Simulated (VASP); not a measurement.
# SiC (Moissanite 3C) (F-43m) in VASP: a series of runs, part 2 of 2

VASP 6.6.1. Earlier steps stand in the parts before.

## (3) Single point, r2SCAN

This run uses another cell than the first one, of 10.50 Å³/atom, 1.024 times its volume.

Contents of POSCAR:

```
SiC
1.0
    0.0000000000      2.1898640504      2.1898640504
    2.1898640504      0.0000000000      2.1898640504
    2.1898640504      2.1898640504      0.0000000000
Si C
1 1
Direct
    0.0000000000      0.0000000000      0.0000000000
    0.2500000000      0.2500000000      0.2500000000
```

Contents of INCAR.step1:

```
SYSTEM = SiC
  PREC = Accurate
  ENCUT = 520
  ISMEAR = 0
  SIGMA = 0.05
  LREAL = .FALSE.
  LASPH = .TRUE.
  NELM = 80
  NBANDS = 11
  GGA = PE
  ALGO = Normal
  EDIFF = 1E-4
  LWAVE = .TRUE.
  LCHARG = .FALSE.
```

Contents of INCAR.step2:

```
SYSTEM = SiC
  PREC = Accurate
  ENCUT = 520
  EDIFF = 1E-6
  ISMEAR = 0
  SIGMA = 0.05
  LREAL = .FALSE.
  LASPH = .TRUE.
  NELM = 80
  ALGO = Normal
  ISIF = 2
  LWAVE = .FALSE.
  LCHARG = .TRUE.
  METAGGA = R2SCAN
  LMIXTAU = .TRUE.
  LELF = .TRUE.
  LVHAR = .TRUE.
  NBANDS = 11
  ISTART = 1
```

Contents of KPOINTS:

```
Automatic mesh
0
G
  10 10 10
  0 0 0
```

Potentials or basis: VASP PAW PBE potentials, release 64 (Si, C).

Started as:

```console
cat potpaw_PBE.64/Si/POTCAR potpaw_PBE.64/C/POTCAR > POTCAR
cp INCAR.step1 INCAR
mpirun -np 1 vasp_std > vasp.out
cp INCAR.step2 INCAR
mpirun -np 1 vasp_std > vasp.out
```

OUTCAR:

```text
SYSTEM = SiC
   PREC = Accurate
   ENCUT = 520
   EDIFF = 1E-6
   ISMEAR = 0
   LREAL = .FALSE.
   LASPH = .TRUE.
   NELM = 80
   ISIF = 2
   METAGGA = R2SCAN
   ISTART = 1

 ion  position               nearest neighbor table
   1  0.000  0.000  0.000-   2 1.90   2 1.90   2 1.90   2 1.90
   2  0.250  0.250  0.250-   1 1.90   1 1.90   1 1.90   1 1.90

  LATTYP: Found a face centered cubic cell.
 ALAT       =     4.3797281008

  Lattice vectors:

 A1 = (   0.0000000000,   2.1898640504,   2.1898640504)
 A2 = (   2.1898640504,   0.0000000000,   2.1898640504)
 A3 = (   2.1898640504,   2.1898640504,   0.0000000000)

Analysis of symmetry for initial positions (statically):
=====================================================================
 Subroutine PRICEL returns:
 Original cell was already a primitive cell.

 Routine SETGRP: Setting up the symmetry group for a
 face centered cubic supercell.

 Subroutine GETGRP returns: Found 24 space group operations
 (whereof 24 operations were pure point group operations)
 out of a pool of 48 trial point group operations.

The static configuration has the point symmetry T_d .

Analysis of symmetry for dynamics (positions and initial velocities):
=====================================================================
 Subroutine PRICEL returns:
 Original cell was already a primitive cell.

 Routine SETGRP: Setting up the symmetry group for a
 face centered cubic supercell.

 Subroutine GETGRP returns: Found 24 space group operations
 (whereof 24 operations were pure point group operations)
 out of a pool of 48 trial point group operations.

The dynamic configuration has the point symmetry T_d .

 Subroutine INISYM returns: Found 24 space group operations
 (whereof 24 operations are pure point group operations),
 and found     1 'primitive' translations

----------------------------------------------------------------------------------------

                                     Primitive cell

  volume of cell :      21.0030

  direct lattice vectors                    reciprocal lattice vectors
     0.000000000  2.189864050  2.189864050    -0.228324676  0.228324676  0.228324676
     2.189864050  0.000000000  2.189864050     0.228324676 -0.228324676  0.228324676
     2.189864050  2.189864050  0.000000000     0.228324676  0.228324676 -0.228324676

  length of vectors
     3.096935440  3.096935440  3.096935440     0.395469940  0.395469940  0.395469940

  position of ions in fractional coordinates (direct lattice)
     0.000000000  0.000000000  0.000000000
     0.250000000  0.250000000  0.250000000

  ion indices of the primitive-cell ions
   primitive index   ion index
                 1           1
                 2           2

----------------------------------------------------------------------------------------

 KPOINTS: Automatic mesh

Automatic generation of k-mesh.
 Grid dimensions read from file:
 generate k-points for:   10   10   10

 Generating k-lattice:

  Cartesian coordinates                     Fractional coordinates (reciprocal lattice)
    -0.022832468  0.022832468  0.022832468     0.100000000  0.000000000  0.000000000
     0.022832468 -0.022832468  0.022832468     0.000000000  0.100000000  0.000000000
     0.022832468  0.022832468 -0.022832468     0.000000000  0.000000000  0.100000000

  Length of vectors
     0.039546994  0.039546994  0.039546994

  Shift w.r.t. Gamma in fractional coordinates (k-lattice)
     0.000000000  0.000000000  0.000000000

 Subroutine IBZKPT returns following result:
 ===========================================

 Found     47 irreducible k-points:

 Following reciprocal coordinates:
            Coordinates               Weight
  0.000000  0.000000  0.000000      1.000000
  0.100000  0.000000  0.000000      8.000000
  0.200000  0.000000  0.000000      8.000000
  0.300000  0.000000  0.000000      8.000000
  0.400000  0.000000  0.000000      8.000000
  0.500000  0.000000  0.000000      4.000000
[... 16 lines left out ...]
  0.300000  0.300000  0.000000      6.000000
  0.400000  0.300000  0.000000     24.000000
 [... further k-points ...]
   k-points           NKPTS =     47   k-points in BZ     NKDIM =     47   number of bands    NBANDS=     11
   number of dos      NEDOS =    301   number of ions     NIONS =      2
   total plane-waves  NPLWV =  13824
   dimension x,y,z NGX =    24 NGY =   24 NGZ =   24
   dimension x,y,z NGXF=    48 NGYF=   48 NGZF=   48
   ions per type =               1   1
   NGX,Y,Z   is equivalent  to a cutoff of  12.88, 12.88, 12.88 a.u.
   NGXF,Y,Z  is equivalent  to a cutoff of  25.77, 25.77, 25.77 a.u.
 SYSTEM =  SiC
   PREC   = accura    normal or accurate (medium, high low for compatibility)
   ISTART =      1    job   : 0-new  1-cont  2-samecut
   ICHARG =      0    charge: 1-file 2-atom 10-const
   ISPIN  =      1    spin polarized calculation?
   LNONCOLLINEAR =      F non collinear calculations
   LSORBIT =      F    spin-orbit coupling
   LASPH  =      T    aspherical Exc in radial PAW
   ENCUT  =  520.0 eV  38.22 Ry    6.18 a.u.   5.76  5.76  5.76*2*pi/ulx,y,z
   NELM   =     80;   NELMIN=  2; NELMDL=  0     # of ELM steps
   EDIFF  = 0.1E-05   stopping-criterion for ELM
   LREAL  =      F    real-space projection
   EDIFFG = 0.1E-04   stopping-criterion for IOM
   NSW    =      0    number of steps for IOM
   IBRION =     -1    ionic relax: 0-MD 1-quasi-New 2-CG
   NFREE  =      0    steps in history (QN), initial steepest desc. (CG)
   ISIF   =      2    stress and relaxation
   ISYM   =      2    0-nonsym 1-usesym 2-fastsym
   POTIM  = 0.5000    time-step for ionic-motion
   TEBEG  =    0.0;   TEEND  =   0.0 temperature during run
   PSTRESS=    0.0 pullay stress
   NELECT =       8.0000    total number of electrons
   NUPDOWN=      -1.0000    fix difference up-down
   EMIN   =  10.00;   EMAX   =-10.00  energy-range for DOS
   EFERMI =   0.00;   METHOD = LEGACY
   ISMEAR =     0;   SIGMA  =   0.05  broadening in eV -4-tet -1-fermi 0-gaus
   EFERMI_NEDOS =   21; number of points for ismear=-14 and -15
   IALGO  =     38    algorithm
   IMIX   =      4    mixing-type and parameters
     AMIX     =   0.40;   BMIX     =  1.00
     AMIX_MAG =   1.60;   BMIX_MAG =  1.00
  volume/ion in A,a.u.               =      10.50        70.87
  Fermi-wavevector in a.u.,A,eV,Ry     =   1.186709  2.242555 19.160798  1.408279
  Thomas-Fermi vector in A             =   2.322876
   LORBIT       =      0    0 simple, 1 ext, 2 COOP (PROOUT), +10 PAW based schemes
   METAGGA = R2SCAN    functional components
   LHFCALC =     F    Hartree Fock is set to
   AEXX    =    0.0000 exact exchange contribution
   IVDW    =     0    specifies the selected vdW correction
   LEPSILON=     F    determine dielectric tensor
   LRPA    =     F    only Hartree local field effects (RPA)
 non-spin polarized calculation
 Gauss-broadening in eV      SIGMA  =   0.05
  energy-cutoff  :      520.00
  volume of cell :       21.00
 maximum number of plane-waves:       588
   NGX = 11   NGY = 11   NGZ = 11

 number of electron       8.0000001 magnetization

 Free energy of the ion-electron system (eV)
  ---------------------------------------------------
  ext. energy  EPLUGINS =         0.00000000
  ---------------------------------------------------
  free energy    TOTEN  =       -19.32296321 eV

  energy without entropy =      -19.32296321  energy(sigma->0) =      -19.32296321

 E-fermi :   8.1387     XC(G=0): -11.8676

 val. band max:        7.8166874431   @ k =   0.0000   0.0000   0.0000
 cond. band min:       9.5511685413   @ k =   0.5000   0.5000   0.0000
 fundamental gap:      1.7344810983
 Fermi energy:         8.1387292803

 k-point     1 :       0.0000    0.0000    0.0000
  band No.  band energies     occupation
      1      -8.2447      2.00000
      2       7.8167      2.00000
      3       7.8167      2.00000
      4       7.8167      2.00000
      5      14.4631      0.00000
      6      15.5548      0.00000
      7      15.5548      0.00000
      8      15.5548      0.00000
      9      22.9337      0.00000
     10      22.9337      0.00000
     11      25.3357      0.00000
[... 309 lines left out ...]
 k-point    24 :       0.4000    0.3000    0.0000
  band No.  band energies     occupation
      1      -5.0512      2.00000
      2       1.9980      2.00000
      3       4.5746      2.00000
      4       5.0941      2.00000
      5      11.0970      0.00000
      6      13.9092      0.00000
      7      20.1441      0.00000
      8      20.4695      0.00000
      9      22.4715      0.00000
     10      26.7559      0.00000
     11      30.0699      0.00000

 [... further k-points ...]

------------------------ aborting loop because EDIFF is reached ----------------------------------------

  FORCE on cell =-STRESS in cart. coord.  units (eV):
  Direction    XX          YY          ZZ          XY          YZ          ZX
  --------------------------------------------------------------------------------------
  -------------------------------------------------------------------------------------
  Total       -0.4846697     -0.4846697     -0.4846697      0.0000000      0.0000000     -0.0000000
  in kB      -36.9721763    -36.9721763    -36.9721763      0.0000000      0.0000000     -0.0000000
  external PRESSURE =     -36.9721763 kB  Pullay stress =       0.0000000 kB

 VOLUME and BASIS-vectors are now :
 -----------------------------------------------------------------------------
  energy-cutoff  :      520.00
  volume of cell :       21.00
      direct lattice vectors                 reciprocal lattice vectors
     0.000000000  2.189864050  2.189864050    -0.228324676  0.228324676  0.228324676
     2.189864050  0.000000000  2.189864050     0.228324676 -0.228324676  0.228324676
     2.189864050  2.189864050  0.000000000     0.228324676  0.228324676 -0.228324676

 POSITION                                       TOTAL-FORCE (eV/Angst)
 -----------------------------------------------------------------------------------
      0.00000      0.00000      0.00000         0.000000      0.000000      0.000000
      1.09493      1.09493      1.09493        -0.000000     -0.000000     -0.000000
 -----------------------------------------------------------------------------------
    total drift:                               -0.000001     -0.000001     -0.000001

  FREE ENERGIE OF THE ION-ELECTRON SYSTEM (eV)
  ---------------------------------------------------
  free  energy   TOTEN  =       -19.3229632055 eV

  energy  without entropy=      -19.3229632055  energy(sigma->0) =      -19.32296321
```

Wall time 12 s (1 thread of Intel Xeon 6975P-C (Granite Rapids), shared host); peak memory 0.14 GiB.

What came out:

- Free energy: -19.3230 eV
- Pressure: -3.7 GPa
- Band gap on the k mesh: 1.73 eV, indirect (least direct gap 5.04 eV)

Caveat: the PAW data sets were made with another functional, which shifts forces and pressure a little.

## (4) Single point, r2SCAN

This run uses another cell than the first one, of 10.33 Å³/atom, 1.008 times its volume.

Contents of POSCAR:

```
SiC
1.0
    0.0000000000      2.1781402730      2.1781402730
    2.1781402730      0.0000000000      2.1781402730
    2.1781402730      2.1781402730      0.0000000000
Si C
1 1
Direct
    0.0000000000      0.0000000000      0.0000000000
    0.2500000000      0.2500000000      0.2500000000
```

Contents of INCAR.step1:

```
ALGO = Normal
EDIFF = 1E-4
ENCUT = 520
GGA = PE
ISMEAR = 0
LASPH = True
LCHARG = False
LREAL = False
LWAVE = True
NBANDS = 11
NELM = 100
PREC = Accurate
SIGMA = 0.05
```

Contents of INCAR.step2:

```
ALGO = Normal
EDIFF = 1E-6
ENCUT = 520
ISIF = 2
ISMEAR = 0
ISTART = 1
LASPH = True
LCHARG = True
LELF = True
LMIXTAU = True
LREAL = False
LVHAR = True
LWAVE = False
METAGGA = R2SCAN
NBANDS = 11
NELM = 100
PREC = Accurate
SIGMA = 0.05
```

Contents of KPOINTS:

```
k-points
0
Gamma
  10 10 10
```

Started as:

```console
cat potpaw_PBE.64/Si/POTCAR potpaw_PBE.64/C/POTCAR > POTCAR
cp INCAR.step1 INCAR
mpirun -np 1 vasp_std > vasp.out
cp INCAR.step2 INCAR
mpirun -np 1 vasp_std > vasp.out
```

It took 12 s on 1 thread of Intel Xeon 6975P-C (Granite Rapids), shared host; peak memory 0.14 GiB.

Results (log left out):

```
Free energy            : -19.3270 eV
Pressure               : -0.2 GPa
Band gap on the k mesh : 1.72 eV, indirect (least direct gap 5.06 eV)
```

Levels at points of the mesh, in eV from the valence-band top:
| k point | band 1 | band 2 | band 3 | band 4 | band 5 | band 6 | band 7 | band 8 |
| --- | --- | --- | --- | --- | --- | --- | --- | --- |
| (0.00, 0.00, 0.00) | -16.19 | 0.00 | 0.00 | 0.00 | 6.85 | 7.86 | 7.86 | 7.86 |
| (0.50, 0.00, 0.00) | -12.56 | -8.82 | -1.11 | -1.11 | 6.00 | 7.76 | 7.76 | 10.96 |
| (0.50, 0.50, 0.00) | -11.10 | -8.05 | -3.34 | -3.34 | 1.72 | 4.83 | 15.14 | 15.14 |

Caveat: the PAW data sets were made with another functional, which shifts forces and pressure a little.

## (5) The runs side by side

```csv
cell,gap on the mesh (eV),pressure (GPa)
"a = 3.072 Å, angles 60.0°, 2 atoms",1.72,1.6
"a = 3.097 Å, angles 60.0°, 2 atoms",1.73,-3.7
"a = 3.080 Å, angles 60.0°, 2 atoms",1.72,-0.2
```

Alike in all rows: task single point; level r2SCAN; potentials or basis VASP PAW PBE potentials, release 64 (Si, C); no spin polarisation; k mesh 10 × 10 × 10; cutoff (eV) 520; smearing gaussian 0.05 eV.

Caveats: the PAW data sets were made with another functional, which shifts forces and pressure a little.

Total energies depend on the potentials used, so only differences within one code and one set of settings carry meaning.

## (6) Comparison with measurements

Step 2. A measured gap of SiC is 2.4 eV (indirect; quoted in “Insight into the structural, elastic and electronic properties of a new orthorhombic 6O-SiC polytype”, 2020, pmc:7200658); the calculated 1.72 eV misses it by -0.68 eV. The value is that of r2SCAN on a finite k mesh, which can miss the band edges, without temperature or zero-point motion.

Step 4. Measured gap of SiC: 2.4 eV (indirect; quoted in “Insight into the structural, elastic and electronic properties of a new orthorhombic 6O-SiC polytype”, 2020, pmc:7200658). This calculation gives 1.72 eV (-0.68 eV). The value is that of r2SCAN on a finite k mesh, which can miss the band edges, without temperature or zero-point motion.
